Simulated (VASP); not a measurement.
Here is a VASP 6.6.1 calculation.

Contents of INCAR:

```
SYSTEM = HfO2
PREC = Accurate ; ENCUT = 520
EDIFF = 1E-6 ; ISMEAR = -1
SIGMA = 0.05 ; LREAL = .FALSE.
LASPH = .TRUE. ; NELM = 100
ALGO = Normal ; ISIF = 2
LWAVE = .FALSE. ; LCHARG = .FALSE.
GGA = RP ; NBANDS = 56
```

KPOINTS

```
regular mesh
0
G
  5 8 4
  0 0 0
```

The input POSCAR:

```
HfO2
1.0
    5.5563950000      0.0000000000      0.0000000000
    0.0000000000      3.3335970000      0.0000000000
    0.0000000000      0.0000000000      6.5049950000
Hf O
4 8
Direct
    0.7486820000      0.7500000000      0.6078710000
    0.2513180000      0.2500000000      0.3921290000
    0.2486820000      0.7500000000      0.8921290000
    0.7513180000      0.2500000000      0.1078710000
    0.6394990000      0.2500000000      0.4234000000
    0.3605010000      0.7500000000      0.5766000000
    0.1394990000      0.2500000000      0.0766000000
    0.8605010000      0.7500000000      0.9234000000
    0.5207940000      0.2500000000      0.8414530000
    0.4792060000      0.7500000000      0.1585470000
    0.0207940000      0.2500000000      0.6585470000
    0.9792060000      0.7500000000      0.3414530000
```

Potentials or basis: VASP PAW PBE potentials, release 64 (Hf_pv, O).

Command:

```sh
$ cat potpaw_PBE.64/Hf_pv/POTCAR potpaw_PBE.64/O/POTCAR > POTCAR
$ mpirun -np 1 vasp_std > vasp.out
```

(1) What does it give for the pressure?

(2) What does it give for the band gap on the k mesh?

(3) What does it give for the largest force?

Results:

(1) 5.1 GPa.

(2) 3.46 eV.

(3) 0.030 eV/Å.

Caveat: the cell stands under pressure; the PAW data sets were made with another functional, which shifts forces and pressure a little; spin-orbit coupling is left out, which moves the levels of the heavy elements; an odd mesh through Γ misses points on the zone boundary, where band edges can lie.
